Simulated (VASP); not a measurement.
# SnO2 (P1) in VASP: notebook

SnO2 is run at these levels: PBE; tasks: single point.

Everything below comes from runs of VASP 6.6.1. Logs are shortened: lines on timing, memory, paths and dates and some standing lists are left out, and cuts for length are marked.

**1. The cell of the first run**

The typed cell holds 12 atoms: a = 6.395 Å, b = 6.395 Å, c = 6.395 Å, α = 60.00°, β = 60.00°, γ = 60.00°.

**2. Single point, PBE (atom 1 (Sn) moved by -0.712 Å along [1 0 0] and +0.534 Å along [0 0 1])**

Input file INCAR:

```
PREC = Accurate
ENCUT = 520
EDIFF = 1E-6
ISMEAR = 0
SIGMA = 0.05
LREAL = False
LASPH = True
NELM = 60
ALGO = Fast
ISIF = 2
LWAVE = False
LCHARG = False
GGA = PE
NBANDS = 64
```

Input file KPOINTS:

```
regular mesh
0
Gamma
  6 6 6
```

Input file POSCAR:

```
SnO2
1.0
    0.0000000000      4.5220682583      4.5220682583
    4.5220682583      0.0000000000      4.5220682583
    4.5220682583      4.5220682583      0.0000000000
Sn O
4 8
Direct
    0.2627688183      0.1053187402      0.4872311817
    0.6250000000      0.1250000000      0.1250000000
    0.1250000000      0.6250000000      0.1250000000
    0.1250000000      0.1250000000      0.1250000000
    0.8910551956      0.8910551956      0.8910551956
    0.8910551956      0.3268344131      0.8910551956
    0.8910551956      0.8910551956      0.3268344131
    0.3268344131      0.8910551956      0.8910551956
    0.9231655869      0.3589448044      0.3589448044
    0.3589448044      0.3589448044      0.9231655869
    0.3589448044      0.9231655869      0.3589448044
    0.3589448044      0.3589448044      0.3589448044
```

Potentials or basis: VASP PAW PBE potentials, release 64 (Sn_d, O).

Command:

```console
> cat potpaw_PBE.64/Sn_d/POTCAR potpaw_PBE.64/O/POTCAR > POTCAR
> mpirun -np 1 vasp_std > vasp.out
```

OUTCAR:

```text
PREC = Accurate
   ENCUT = 520
   EDIFF = 1E-6
   ISMEAR = 0
   LREAL = False
   LASPH = True
   NELM = 60
   ISIF = 2
   GGA = PE

 ion  position               nearest neighbor table
   1  0.263  0.105  0.487-  11 1.46  12 1.69   9 2.22   2 2.32   8 2.38   5 2.79   4 2.79   3 2.93
                             3 3.66
   2  0.625  0.125  0.125-   6 2.13   7 2.13  10 2.13  11 2.13   5 2.13  12 2.13   1 2.32   4 3.20
                             3 3.20   3 3.20   4 3.20
   3  0.125  0.625  0.125-   7 2.13   8 2.13   9 2.13  10 2.13   5 2.13  12 2.13   1 2.93   4 3.20
                             2 3.20   4 3.20   2 3.20   1 3.66
   4  0.125  0.125  0.125-   6 2.13   7 2.13   8 2.13   9 2.13  10 2.13  11 2.13   1 2.79   2 3.20
                             3 3.20   3 3.20   2 3.20
   5  0.891  0.891  0.891-   2 2.13   3 2.13   1 2.79
   6  0.891  0.327  0.891-   2 2.13   4 2.13
   7  0.891  0.891  0.327-   2 2.13   3 2.13   4 2.13
   8  0.327  0.891  0.891-   3 2.13   4 2.13   1 2.38
   9  0.923  0.359  0.359-   3 2.13   4 2.13   1 2.22
  10  0.359  0.359  0.923-   2 2.13   3 2.13   4 2.13
  11  0.359  0.923  0.359-   1 1.46   2 2.13   4 2.13
  12  0.359  0.359  0.359-   1 1.69   2 2.13   3 2.13

  LATTYP: Found a face centered cubic cell.
 ALAT       =     9.0441365166

  Lattice vectors:

 A1 = (   0.0000000000,   4.5220682583,   4.5220682583)
 A2 = (   4.5220682583,   0.0000000000,   4.5220682583)
 A3 = (   4.5220682583,   4.5220682583,   0.0000000000)

Analysis of symmetry for initial positions (statically):
=====================================================================
 Subroutine PRICEL returns:
 Original cell was already a primitive cell.

 Routine SETGRP: Setting up the symmetry group for a
 face centered cubic supercell.

 Subroutine GETGRP returns: Found  1 space group operations
 (whereof  1 operations were pure point group operations)
 out of a pool of 48 trial point group operations.

The static configuration has the point symmetry C_1 .

Analysis of symmetry for dynamics (positions and initial velocities):
=====================================================================
 Subroutine PRICEL returns:
 Original cell was already a primitive cell.

 Routine SETGRP: Setting up the symmetry group for a
 face centered cubic supercell.

 Subroutine GETGRP returns: Found  1 space group operations
 (whereof  1 operations were pure point group operations)
 out of a pool of 48 trial point group operations.
[... 127 lines left out ...]
   ISIF   =      2    stress and relaxation
   ISYM   =      2    0-nonsym 1-usesym 2-fastsym
   POTIM  = 0.5000    time-step for ionic-motion
   TEBEG  =    0.0;   TEEND  =   0.0 temperature during run
   PSTRESS=    0.0 pullay stress
   NELECT =     104.0000    total number of electrons
   NUPDOWN=      -1.0000    fix difference up-down
   EMIN   =  10.00;   EMAX   =-10.00  energy-range for DOS
   EFERMI =   0.00;   METHOD = LEGACY
   ISMEAR =     0;   SIGMA  =   0.05  broadening in eV -4-tet -1-fermi 0-gaus
   EFERMI_NEDOS =   21; number of points for ismear=-14 and -15
   IALGO  =     68    algorithm
   IMIX   =      4    mixing-type and parameters
     AMIX     =   0.40;   BMIX     =  1.00
     AMIX_MAG =   1.60;   BMIX_MAG =  1.00
  volume/ion in A,a.u.               =      15.41       104.01
  Fermi-wavevector in a.u.,A,eV,Ry     =   1.351260  2.553511 24.842916  1.825903
  Thomas-Fermi vector in A             =   2.478696
   LORBIT       =      0    0 simple, 1 ext, 2 COOP (PROOUT), +10 PAW based schemes
   GGA     = PE    functional components
   LHFCALC =     F    Hartree Fock is set to
   AEXX    =    0.0000 exact exchange contribution
   IVDW    =     0    specifies the selected vdW correction
   LEPSILON=     F    determine dielectric tensor
   LRPA    =     F    only Hartree local field effects (RPA)
 non-spin polarized calculation
 RMM-DIIS sequential band-by-band and
 Gauss-broadening in eV      SIGMA  =   0.05
  energy-cutoff  :      520.00
  volume of cell :      184.94
 maximum number of plane-waves:      5004
   NGX = 23   NGY = 23   NGZ = 23

 number of electron     103.9999985 magnetization

 Free energy of the ion-electron system (eV)
  ---------------------------------------------------
  ext. energy  EPLUGINS =         0.00000000
  ---------------------------------------------------
  free energy    TOTEN  =       -57.92472029 eV

  energy without entropy =      -57.92400405  energy(sigma->0) =      -57.92436217

 E-fermi :   4.1284     XC(G=0):  -9.5177

 val. band max:        4.0873209491   @ k =   0.0000   0.0000   0.0000
 cond. band min:       4.2321284352   @ k =   0.1667   0.1667   0.1667
 fundamental gap:      0.1448074861
 Fermi energy:         4.1283712140

 k-point     1 :       0.0000    0.0000    0.0000
  band No.  band energies     occupation
      1     -22.9812      2.00000
      2     -20.5670      2.00000
      3     -19.4748      2.00000
      4     -18.8597      2.00000
      5     -18.5683      2.00000
      6     -18.2627      2.00000
[... 1597 lines left out ...]
     63      12.2948      0.00000
     64      12.8041      0.00000

 [... further k-points ...]
[... 5 lines left out ...]
  --------------------------------------------------------------------------------------
  -------------------------------------------------------------------------------------
  Total       56.9408293      2.4667349     32.3217150      4.6039130      1.0498518     13.2410985
  in kB      493.2794624     21.3693704    280.0036178     39.8837840      9.0948856    114.7078826
  external PRESSURE =     264.8841502 kB  Pullay stress =       0.0000000 kB

 VOLUME and BASIS-vectors are now :
 -----------------------------------------------------------------------------
  energy-cutoff  :      520.00
  volume of cell :      184.94
      direct lattice vectors                 reciprocal lattice vectors
     0.000000000  4.522068258  4.522068258    -0.110568875  0.110568875  0.110568875
     4.522068258  0.000000000  4.522068258     0.110568875 -0.110568875  0.110568875
     4.522068258  4.522068258  0.000000000     0.110568875  0.110568875 -0.110568875

 POSITION                                       TOTAL-FORCE (eV/Angst)
 -----------------------------------------------------------------------------------
      2.67955      3.39155      1.66452        39.437999      7.989594    -11.975905
      1.13052      3.39155      3.39155        -9.712759      0.124758     11.286561
      3.39155      1.13052      3.39155         0.802454     -3.922028      1.149638
      1.13052      1.13052      1.13052        -1.760081     -5.593287     -0.813721
      8.05882      8.05882      8.05882         0.267295      0.632752     -0.582885
      5.50738      8.05882      5.50738         0.717167      0.722011     -0.542282
      5.50738      5.50738      8.05882         0.519129      0.622170     -0.635962
      8.05882      5.50738      5.50738        -0.530082      0.197601      0.282968
      3.24635      5.79779      5.79779        -0.952969      1.286904      0.585500
      5.79779      5.79779      3.24635         0.119009      0.941006     -0.335405
      5.79779      3.24635      5.79779       -32.870508     -2.706872     -9.487723
      3.24635      3.24635      3.24635         3.963347     -0.294608     11.069215
 -----------------------------------------------------------------------------------
    total drift:                                0.000653     -0.000335     -0.000347

  FREE ENERGIE OF THE ION-ELECTRON SYSTEM (eV)
  ---------------------------------------------------
  free  energy   TOTEN  =       -57.9247202852 eV

  energy  without entropy=      -57.9240040472  energy(sigma->0) =      -57.92436217
```

OSZICAR:

```text
N       E                     dE             d eps       ncg     rms          rms(c)
DAV:   1     0.161117530918E+04    0.16112E+04   -0.49227E+04 16864   0.240E+03
DAV:   2     0.266000409709E+03   -0.13452E+04   -0.12792E+04 15504   0.773E+02
DAV:   3    -0.451638722606E+02   -0.31116E+03   -0.30428E+03 15856   0.274E+02
DAV:   4    -0.715139273317E+02   -0.26350E+02   -0.26037E+02 17608   0.908E+01
DAV:   5    -0.723157637254E+02   -0.80184E+00   -0.79945E+00 16912   0.164E+01    0.246E+01
RMM:   6    -0.579087674401E+02    0.14407E+02   -0.42671E+01 18436   0.255E+01    0.993E+00
RMM:   7    -0.580942715620E+02   -0.18550E+00   -0.71754E+00 20291   0.113E+01    0.560E+00
RMM:   8    -0.579748100823E+02    0.11946E+00   -0.15061E+00 20751   0.457E+00    0.286E+00
RMM:   9    -0.579301425443E+02    0.44668E-01   -0.43727E-01 21677   0.328E+00    0.811E-01
RMM:  10    -0.579222439117E+02    0.78986E-02   -0.10249E-01 21002   0.145E+00    0.485E-01
RMM:  11    -0.579244300429E+02   -0.21861E-02   -0.35814E-02 21442   0.717E-01    0.356E-01
RMM:  12    -0.579248640746E+02   -0.43403E-03   -0.76771E-03 21820   0.356E-01    0.146E-01
RMM:  13    -0.579246901833E+02    0.17389E-03   -0.18551E-03 21601   0.189E-01    0.571E-02
RMM:  14    -0.579247100532E+02   -0.19870E-04   -0.57577E-04 23194   0.946E-02    0.439E-02
RMM:  15    -0.579247185172E+02   -0.84640E-05   -0.10138E-04 22874   0.425E-02    0.891E-03
RMM:  16    -0.579247196481E+02   -0.11309E-05   -0.20362E-05 19596   0.208E-02    0.562E-03
RMM:  17    -0.579247202852E+02   -0.63707E-06   -0.58625E-06 18087   0.102E-02
   1 F= -.57924720E+02 E0= -.57924362E+02  d E =-.716238E-03
```

Wall time 49 min (1 thread of Oxide Virtual Turin-like, shared host); peak memory 0.93 GiB.

Results:

| Item | Value |
| --- | --- |
| Free energy | -57.9247 eV |
| Pressure | 26.5 GPa |
| Largest force | 41.983 eV/Å |

Forces in eV/Å, atoms in the order of the input:
```
Sn   39.438   7.990 -11.976
Sn   -9.713   0.125  11.287
Sn    0.802  -3.922   1.150
Sn   -1.760  -5.593  -0.814
O     0.267   0.633  -0.583
O     0.717   0.722  -0.542
O     0.519   0.622  -0.636
O    -0.530   0.198   0.283
O    -0.953   1.287   0.586
O     0.119   0.941  -0.335
O   -32.871  -2.707  -9.488
O     3.963  -0.295  11.069
```

Caveat: the cell differs from its parent crystal (atom 1 (Sn) moved by -0.712 Å along [1 0 0] and +0.534 Å along [0 0 1]); the cell stands under pressure; spin-orbit coupling is left out, which moves the levels of the heavy elements; forces of over 1 eV/Å act on the atoms, so gaps and moduli don't describe the material at rest.

**3. Single point, PBE (atom 1 (Sn) moved by -0.890 Å along [1 0 0] and -0.712 Å along [0 0 1])**

Input file INCAR:

```
  PREC = Accurate
  ENCUT = 520
  EDIFF = 1E-6
  ISMEAR = 0
  SIGMA = 0.05
  LREAL = F
  LASPH = T
  NELM = 80
  ALGO = Fast
  ISIF = 2
  LWAVE = F
  LCHARG = T
  GGA = PE
  LELF = T
  LVHAR = T
  NBANDS = 64
```

KPOINTS is that of step 2.

POSCAR: that of step 2 with these lines changed.

```diff
@@ -8,3 +8,3 @@
 Direct
-    0.2627688183      0.1053187402      0.4872311817
+    0.1446812598     -0.0521313378      0.6053187402
     0.6250000000      0.1250000000      0.1250000000
```

Potentials or basis: VASP PAW PBE potentials, release 64 (Sn_d, O).

Command:

```console
> cat potpaw_PBE.64/Sn_d/POTCAR potpaw_PBE.64/O/POTCAR > POTCAR
> mpirun -np 1 vasp_std > vasp.out
```

It took 80 min on 1 thread of Oxide Virtual Turin-like, shared host; peak memory 0.93 GiB.

Results (log left out):

| Item | Value |
| --- | --- |
| Free energy | -62.2804 eV |
| Pressure | 15.7 GPa |
| Largest force | 26.390 eV/Å |
| Band gap on the k mesh | zero (bands 52 and 53 overlap by 0.01 eV) |

Forces in eV/Å, atoms in the order of the input:
```
Sn   21.918   3.045  -8.187
Sn    3.177  -0.055   4.530
Sn    0.846   5.012  -1.183
Sn   -1.787  -6.921   1.056
O     2.260   0.065  -5.977
O     0.333   0.722  -1.126
O    -0.065   0.567  -0.688
O    -0.959  -0.343  -1.056
O    -1.305   0.580  -0.890
O    -0.683  -0.345  -0.176
O   -22.477  -1.756  13.716
O    -1.259  -0.571  -0.019
```

Stress tensor (GPa, compression positive):
```
 25.29   5.66 -25.35
  5.66   4.16  -4.22
-25.35  -4.22  17.51
```

Levels at points of the mesh, in eV from the Fermi level:
```csv
k point,band 50,band 51,band 52,band 53,band 54,band 55
"(0.00, 0.00, 0.00)",-0.58,-0.48,-0.25,-0.06,2.72,2.82
"(0.50, 0.00, 0.00)",-0.78,-0.63,-0.21,1.36,2.84,3.31
"(0.00, 0.50, 0.00)",-0.83,-0.47,-0.10,1.10,3.05,3.33
"(0.00, 0.00, 0.50)",-1.23,-0.38,-0.18,1.41,2.39,3.61
"(0.50, 0.50, 0.50)",-0.93,-0.43,-0.06,1.16,2.81,3.48
"(0.50, 0.50, 0.00)",-0.95,-0.61,-0.15,2.02,2.71,3.81
"(0.00, 0.50, 0.50)",-0.96,-0.51,-0.29,2.09,2.71,3.66
"(0.50, 0.00, 0.50)",-0.93,-0.71,-0.05,1.96,2.30,3.61
```

Caveat: the cell differs from its parent crystal (atom 1 (Sn) moved by -0.890 Å along [1 0 0] and -0.712 Å along [0 0 1]); the cell stands under pressure; semilocal functionals underestimate gaps, so a narrow gap can read as zero; spin-orbit coupling is left out, which moves the levels of the heavy elements; forces of over 1 eV/Å act on the atoms, so gaps and moduli don't describe the material at rest.
